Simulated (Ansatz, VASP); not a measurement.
One calculation of Fe, two programs

```
Fe
1.0
     0.00000    2.31290    2.31290
     2.31290    0.00000    2.31290
     2.31290    2.31290    0.00000
Fe
2
Direct
  0.12500 0.12500 0.12500
  0.87500 0.87500 0.87500
```

Alike in both runs: task single point; functional LDA; k mesh 13 × 13 × 13; occupations fermi-dirac, width 0.1 eV; no spin polarisation.

```csv
,VASP,Ansatz
version,VASP 6.6.1,Ansatz 0.2.0
potentials or method,"VASP PAW LDA potentials, release 64 (Fe_sv), cutoff 600 eV","plane waves (420 eV) with PAW, scalar-relativistic"
valence electrons in the cell,32,32
```

|  | VASP | Ansatz | Ansatz less VASP |
| --- | --- | --- | --- |
| pressure (GPa) | 16.2 | 18.9 | +2.68 |

Ansatz warns that its potentials were made for another functional, while VASP's fit it. LDA's correlation is that of Perdew and Zunger in VASP and of Perdew and Wang (1992) in Ansatz.
